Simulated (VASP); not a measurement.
# Mg3ZnS4 (P1) in VASP: single point with PBEsol

Aim: the single point of Mg3ZnS4 with PBEsol.

Program: VASP 6.6.1. These are calculated values, not measurements. Logs are shortened: lines on timing, memory, paths and dates and some standing lists are left out, and cuts for length are marked.

## 1. The cell of the first run

The typed cell holds 64 atoms: a = 11.157 Å, b = 11.157 Å, c = 11.157 Å, α = 90.00°, β = 90.00°, γ = 90.00°.

## 2. Single point, PBEsol

File INCAR:

```
  ALGO = Normal
  EDIFF = 1E-6
  ENCUT = 520
  GGA = PS
  ISIF = 2
  ISMEAR = -1
  ISYM = 0
  LASPH = True
  LCHARG = False
  LREAL = Auto
  LWAVE = False
  NBANDS = 206
  NELM = 80
  PREC = Accurate
  SIGMA = 0.05
```

File KPOINTS:

```
Automatic mesh
0
Gamma
  1 1 1
  0.25 0.25 0.25
```

File POSCAR:

```
Mg3ZnS4
1.0
   11.1568446999      0.0000000000      0.0000000000
    0.0000000000     11.1568446999      0.0000000000
    0.0000000000      0.0000000000     11.1568446999
Mg S Zn
24 32 8
Direct
    0.9999870000      0.9998560000      0.0002880000
    0.9999070000      0.9999590000      0.5001920000
    0.9998450000      0.4998980000      0.0003310000
    0.9999970000      0.4999100000      0.5004120000
    0.4998280000      0.9999530000      0.0002540000
    0.4999180000      0.9997830000      0.5005040000
    0.5000370000      0.4997510000      0.0004220000
    0.4997340000      0.5000180000      0.5003320000
    0.2497940000      0.2498240000      0.0004210000
    0.2496920000      0.2496500000      0.5003350000
    0.7498370000      0.2496040000      0.0003520000
    0.7497420000      0.2498560000      0.5002380000
    0.2499000000      0.9997740000      0.2504050000
    0.2496730000      0.0000140000      0.7504080000
    0.2497760000      0.4999020000      0.2503710000
    0.2500250000      0.4998980000      0.7504540000
    0.7496220000      0.9998130000      0.2502590000
    0.7500120000      0.9998350000      0.7502970000
    0.7500850000      0.4998230000      0.2504270000
    0.7497270000      0.4999220000      0.7504000000
    0.9997240000      0.7498140000      0.2504060000
    0.9999070000      0.7497380000      0.7503380000
    0.4999370000      0.7497390000      0.2501990000
    0.4999390000      0.7498860000      0.7505890000
    0.1205290000      0.1284080000      0.1298820000
    0.1201940000      0.1285800000      0.6298680000
    0.1292150000      0.6285420000      0.1210380000
    0.1294530000      0.6284930000      0.6209890000
    0.6202420000      0.1285410000      0.1298710000
    0.6205710000      0.1284500000      0.6298110000
    0.6294880000      0.6283600000      0.1210160000
    0.6292010000      0.6285520000      0.6210160000
    0.3792620000      0.3712820000      0.1298800000
    0.3792200000      0.3712550000      0.6296500000
    0.3705540000      0.8713510000      0.1209860000
    0.3704790000      0.8713850000      0.6212120000
    0.8792940000      0.3711790000      0.1296940000
    0.8791250000      0.3714520000      0.6297070000
    0.8705470000      0.8714730000      0.1210330000
    0.8706630000      0.8713460000      0.6209220000
    0.3793010000      0.1283470000      0.3711200000
    0.3792260000      0.1285850000      0.8709160000
    0.3703800000      0.6285720000      0.3797490000
    0.3706170000      0.6284060000      0.8799330000
    0.8791270000      0.1284500000      0.3708660000
    0.8793930000      0.1284460000      0.8709560000
    0.8704920000      0.6284880000      0.3799790000
    0.8704430000      0.6285040000      0.8797910000
    0.1204410000      0.3712420000      0.3709940000
    0.1205450000      0.3713880000      0.8710010000
    0.1292640000      0.8712540000      0.3797810000
    0.1293370000      0.8712000000      0.8797490000
    0.6204140000      0.3714510000      0.3710040000
    0.6204980000      0.3711850000      0.8709820000
    0.6292310000      0.8711800000      0.3798140000
    0.6294540000      0.8713510000      0.8798860000
    0.2500020000      0.7498790000      0.0004400000
    0.2499880000      0.7500570000      0.5005330000
    0.7500330000      0.7500140000      0.0005600000
    0.7498620000      0.7500240000      0.5005940000
    0.9998190000      0.2499440000      0.2503930000
    0.9996590000      0.2502880000      0.7504230000
    0.4997060000      0.2499900000      0.2506640000
    0.4998310000      0.2499490000      0.7502330000
```

Potentials or basis: VASP PAW PBE potentials, release 64 (Mg, S, Zn).

Command:

```
cat potpaw_PBE.64/Mg/POTCAR potpaw_PBE.64/S/POTCAR potpaw_PBE.64/Zn/POTCAR > POTCAR
mpirun -np 1 vasp_std > vasp.out
```

OUTCAR:

```text
EDIFF = 1E-6
   ENCUT = 520
   GGA = PS
   ISIF = 2
   ISMEAR = -1
   ISYM = 0
   LASPH = True
   LREAL = Auto
   NELM = 80
   PREC = Accurate

 ion  position               nearest neighbor table
   1  1.000  1.000  0.000-  46 2.44  52 2.44  39 2.44  25 2.44
   2  1.000  1.000  0.500-  51 2.44  40 2.44  45 2.44  26 2.44
   3  1.000  0.500  0.000-  50 2.44  48 2.44  37 2.44  27 2.44
   4  1.000  0.500  0.500-  47 2.44  49 2.44  38 2.44  28 2.44
   5  0.500  1.000  0.000-  42 2.44  35 2.44  56 2.44  29 2.44
   6  0.500  1.000  0.501-  36 2.44  41 2.44  55 2.44  30 2.44
[... 56 lines left out ...]
  63  0.500  0.250  0.251-  41 2.34  53 2.34  33 2.34  29 2.34
  64  0.500  0.250  0.750-  34 2.34  54 2.34  42 2.34  30 2.34

IMPORTANT INFORMATION: All symmetrisations will be switched off!
NOSYMM: (Re-)initialisation of all symmetry stuff for point group C_1.

----------------------------------------------------------------------------------------

                                     Primitive cell

  volume of cell :    1388.7503

  direct lattice vectors                    reciprocal lattice vectors
    11.156844700  0.000000000  0.000000000     0.089631076  0.000000000  0.000000000
     0.000000000 11.156844700  0.000000000     0.000000000  0.089631076  0.000000000
     0.000000000  0.000000000 11.156844700     0.000000000  0.000000000  0.089631076

  length of vectors
    11.156844700 11.156844700 11.156844700     0.089631076  0.089631076  0.089631076

  position of ions in fractional coordinates (direct lattice)
     0.999987000  0.999856000  0.000288000
     0.999907000  0.999959000  0.500192000
     0.999845000  0.499898000  0.000331000
     0.999997000  0.499910000  0.500412000
     0.499828000  0.999953000  0.000254000
     0.499918000  0.999783000  0.500504000
[... 56 lines left out ...]
     0.499706000  0.249990000  0.250664000
     0.499831000  0.249949000  0.750233000

  ion indices of the primitive-cell ions
   primitive index   ion index
                 1           1
                 2           2
                 3           3
                 4           4
                 5           5
                 6           6
[... 56 lines left out ...]
                63          63
                64          64

----------------------------------------------------------------------------------------

 KPOINTS: Automatic mesh

Automatic generation of k-mesh.
 Grid dimensions read from file:
 generate k-points for:    1    1    1

 Generating k-lattice:

  Cartesian coordinates                     Fractional coordinates (reciprocal lattice)
     0.089631076  0.000000000  0.000000000     1.000000000  0.000000000  0.000000000
     0.000000000  0.089631076  0.000000000     0.000000000  1.000000000  0.000000000
     0.000000000  0.000000000  0.089631076     0.000000000  0.000000000  1.000000000

  Length of vectors
     0.089631076  0.089631076  0.089631076

  Shift w.r.t. Gamma in fractional coordinates (k-lattice)
     0.250000000  0.250000000  0.250000000

 Subroutine IBZKPT returns following result:
 ===========================================

 Found      4 irreducible k-points:

 Following reciprocal coordinates:
            Coordinates               Weight
  0.250000  0.250000  0.250000      2.000000
 -0.250000  0.250000  0.250000      2.000000
 -0.250000 -0.250000  0.250000      2.000000
  0.250000 -0.250000  0.250000      2.000000
   k-points           NKPTS =      4   k-points in BZ     NKDIM =      4   number of bands    NBANDS=    206
   number of dos      NEDOS =    301   number of ions     NIONS =     64
   total plane-waves  NPLWV = 592704
   dimension x,y,z NGX =    84 NGY =   84 NGZ =   84
   dimension x,y,z NGXF=   168 NGYF=  168 NGZF=  168
   ions per type =              24  32   8
   NGX,Y,Z   is equivalent  to a cutoff of  12.52, 12.52, 12.52 a.u.
   NGXF,Y,Z  is equivalent  to a cutoff of  25.03, 25.03, 25.03 a.u.
 SYSTEM =  unknown system
   PREC   = accura    normal or accurate (medium, high low for compatibility)
   ISTART =      0    job   : 0-new  1-cont  2-samecut
   ICHARG =      2    charge: 1-file 2-atom 10-const
   ISPIN  =      1    spin polarized calculation?
   LNONCOLLINEAR =      F non collinear calculations
   LSORBIT =      F    spin-orbit coupling
   LASPH  =      T    aspherical Exc in radial PAW
   ENCUT  =  520.0 eV  38.22 Ry    6.18 a.u.  20.74 20.74 20.74*2*pi/ulx,y,z
   NELM   =     80;   NELMIN=  2; NELMDL= -5     # of ELM steps
   EDIFF  = 0.1E-05   stopping-criterion for ELM
   LREAL  =      T    real-space projection
   EDIFFG = 0.1E-04   stopping-criterion for IOM
   NSW    =      0    number of steps for IOM
   IBRION =     -1    ionic relax: 0-MD 1-quasi-New 2-CG
   NFREE  =      0    steps in history (QN), initial steepest desc. (CG)
   ISIF   =      2    stress and relaxation
   ISYM   =      0    0-nonsym 1-usesym 2-fastsym
   POTIM  = 0.5000    time-step for ionic-motion
   TEBEG  =    0.0;   TEEND  =   0.0 temperature during run
   PSTRESS=    0.0 pullay stress
   NELECT =     336.0000    total number of electrons
   NUPDOWN=      -1.0000    fix difference up-down
   EMIN   =  10.00;   EMAX   =-10.00  energy-range for DOS
   EFERMI =   0.00;   METHOD = LEGACY
   ISMEAR =    -1;   SIGMA  =   0.05  broadening in eV -4-tet -1-fermi 0-gaus
   EFERMI_NEDOS =   21; number of points for ismear=-14 and -15
   IALGO  =     38    algorithm
   IMIX   =      4    mixing-type and parameters
     AMIX     =   0.40;   BMIX     =  1.00
     AMIX_MAG =   1.60;   BMIX_MAG =  1.00
  volume/ion in A,a.u.               =      21.70       146.43
  Fermi-wavevector in a.u.,A,eV,Ry     =   1.020109  1.927726 14.158524  1.040622
  Thomas-Fermi vector in A             =   2.153660
   LORBIT       =      0    0 simple, 1 ext, 2 COOP (PROOUT), +10 PAW based schemes
   GGA     = PS    functional components
   LHFCALC =     F    Hartree Fock is set to
   AEXX    =    0.0000 exact exchange contribution
   IVDW    =     0    specifies the selected vdW correction
   LEPSILON=     F    determine dielectric tensor
   LRPA    =     F    only Hartree local field effects (RPA)
 non-spin polarized calculation
  energy-cutoff  :      520.00
  volume of cell :     1388.75
 maximum number of plane-waves:     37374
 NGX is ok and might be reduce to    84
   NGX = 41   NGY = 41   NGZ = 41

 number of electron     336.0000263 magnetization

 Free energy of the ion-electron system (eV)
  ---------------------------------------------------
  ext. energy  EPLUGINS =         0.00000000
  ---------------------------------------------------
  free energy    TOTEN  =      -274.18632802 eV

  energy without entropy =     -274.18632802  energy(sigma->0) =     -274.18632802

 E-fermi :   2.5500     XC(G=0):  -8.9101

 val. band max:        1.2792408363   @ k =  -0.2500   0.2500   0.2500
 cond. band min:       5.0055757827   @ k =  -0.2500   0.2500   0.2500
 fundamental gap:      3.7263349465
 Fermi energy:         2.5499778011

 k-point     1 :       0.2500    0.2500    0.2500
  band No.  band energies     occupation
      1     -10.3650      2.00000
      2     -10.1394      2.00000
      3     -10.1353      2.00000
      4     -10.1351      2.00000
      5      -9.9684      2.00000
      6      -9.9682      2.00000
[... 172 lines left out ...]
    179       6.0091      0.00000
    180       6.1792      0.00000

 k-point     2 :      -0.2500    0.2500    0.2500
  band No.  band energies     occupation
      1     -10.3650      2.00000
      2     -10.1394      2.00000
      3     -10.1352      2.00000
      4     -10.1351      2.00000
      5      -9.9687      2.00000
      6      -9.9682      2.00000
[... 172 lines left out ...]
    179       6.0085      0.00000
    180       6.1788      0.00000

 k-point     3 :      -0.2500   -0.2500    0.2500
  band No.  band energies     occupation
      1     -10.3650      2.00000
      2     -10.1394      2.00000
      3     -10.1353      2.00000
      4     -10.1351      2.00000
      5      -9.9685      2.00000
      6      -9.9682      2.00000
[... 172 lines left out ...]
    179       6.0086      0.00000
    180       6.1789      0.00000

 k-point     4 :       0.2500   -0.2500    0.2500
  band No.  band energies     occupation
      1     -10.3650      2.00000
      2     -10.1394      2.00000
      3     -10.1353      2.00000
      4     -10.1351      2.00000
      5      -9.9687      2.00000
      6      -9.9684      2.00000
[... 172 lines left out ...]
    179       6.0093      0.00000
    180       6.1790      0.00000
 [bands above 180 left out]

------------------------ aborting loop because EDIFF is reached ----------------------------------------

  FORCE on cell =-STRESS in cart. coord.  units (eV):
  Direction    XX          YY          ZZ          XY          YZ          ZX
  --------------------------------------------------------------------------------------
  -------------------------------------------------------------------------------------
  Total       -0.1955546     -0.6609229     -0.1924474     -0.0394960     -0.0483048     -0.0415773
  in kB       -0.2256080     -0.7624954     -0.2220233     -0.0455659     -0.0557285     -0.0479670
  external PRESSURE =      -0.4033756 kB  Pullay stress =       0.0000000 kB

 VOLUME and BASIS-vectors are now :
 -----------------------------------------------------------------------------
  energy-cutoff  :      520.00
  volume of cell :     1388.75
      direct lattice vectors                 reciprocal lattice vectors
    11.156844700  0.000000000  0.000000000     0.089631076  0.000000000  0.000000000
     0.000000000 11.156844700  0.000000000     0.000000000  0.089631076  0.000000000
     0.000000000  0.000000000 11.156844700     0.000000000  0.000000000  0.089631076

 POSITION                                       TOTAL-FORCE (eV/Angst)
 -----------------------------------------------------------------------------------
     11.15670     11.15524      0.00321         0.002993      0.002800      0.003645
     11.15581     11.15639      5.58056        -0.002190      0.002051      0.002562
     11.15512      5.57728      0.00369         0.002018      0.002144      0.003230
     11.15681      5.57742      5.58302        -0.000993      0.000951      0.001436
      5.57650     11.15632      0.00283         0.001708      0.001574      0.001893
      5.57751     11.15442      5.58405         0.001500      0.001545     -0.001428
[... 56 lines left out ...]
      5.57514      2.78910      2.79662         0.004760     -0.003324     -0.008236
      5.57654      2.78864      8.37023         0.001874     -0.001760      0.001822
 -----------------------------------------------------------------------------------
    total drift:                                0.022052      0.018432     -0.050375

  FREE ENERGIE OF THE ION-ELECTRON SYSTEM (eV)
  ---------------------------------------------------
  free  energy   TOTEN  =      -274.1863280167 eV

  energy  without entropy=     -274.1863280166  energy(sigma->0) =     -274.18632802
```

Run time: 25 min. Hardware: 1 thread of Intel Xeon 6975P-C (Granite Rapids), shared host; peak memory 1.5 GiB.

What came out:

* Free energy: -274.1863 eV
* Pressure: 0.0 GPa
* Largest force: 0.035 eV/Å
* Band gap on the k mesh: 3.73 eV

Forces in eV/Å, atoms in the order of the input:
```
Mg   0.003  0.003  0.004
Mg  -0.002  0.002  0.003
Mg   0.002  0.002  0.003
Mg  -0.001  0.001  0.001
Mg   0.002  0.002  0.002
Mg   0.002  0.002 -0.001
Mg  -0.003  0.000  0.005
Mg   0.003  0.000  0.002
Mg   0.005  0.004  0.003
Mg   0.006  0.007  0.005
Mg   0.000  0.007  0.003
Mg   0.006  0.004  0.005
Mg   0.001  0.004  0.002
Mg   0.004  0.001 -0.002
Mg   0.003  0.000  0.001
Mg  -0.001  0.000 -0.005
Mg   0.004  0.006  0.007
Mg   0.000  0.003  0.003
Mg  -0.002  0.000  0.002
Mg   0.004  0.002  0.001
Mg   0.006  0.005  0.004
Mg   0.002  0.005  0.000
Mg  -0.001  0.003  0.008
Mg   0.000  0.004 -0.003
S    0.012 -0.014 -0.019
S    0.019 -0.015 -0.017
S   -0.018 -0.018  0.011
S   -0.020 -0.020  0.020
S    0.017 -0.015 -0.018
S    0.012 -0.016 -0.017
S   -0.020 -0.014  0.014
S   -0.020 -0.018  0.019
S   -0.020  0.017 -0.021
S   -0.019  0.016 -0.017
S    0.018  0.012  0.014
S    0.019  0.014  0.018
S   -0.019  0.017 -0.019
S   -0.018  0.013 -0.020
S    0.017  0.010  0.017
S    0.015  0.014  0.021
S   -0.022 -0.018  0.016
S   -0.019 -0.020  0.016
S    0.017 -0.013 -0.018
S    0.015 -0.015 -0.016
S   -0.017 -0.017  0.016
S   -0.021 -0.015  0.016
S    0.012 -0.014 -0.020
S    0.014 -0.016 -0.017
S    0.018  0.018  0.017
S    0.014  0.015  0.018
S   -0.015  0.013 -0.016
S   -0.018  0.012 -0.014
S    0.019  0.014  0.018
S    0.018  0.014  0.017
S   -0.018  0.015 -0.019
S   -0.020  0.015 -0.019
Zn  -0.005  0.000  0.000
Zn  -0.002 -0.002 -0.007
Zn  -0.002 -0.005 -0.006
Zn   0.002 -0.005 -0.009
Zn   0.002 -0.007 -0.002
Zn   0.006 -0.010 -0.003
Zn   0.005 -0.003 -0.008
Zn   0.002 -0.002  0.002
```

Caveat: the k points lie up to 0.56 Å⁻¹ apart; the PAW data sets were made with another functional, which shifts forces and pressure a little. A k mesh can miss the band edges.
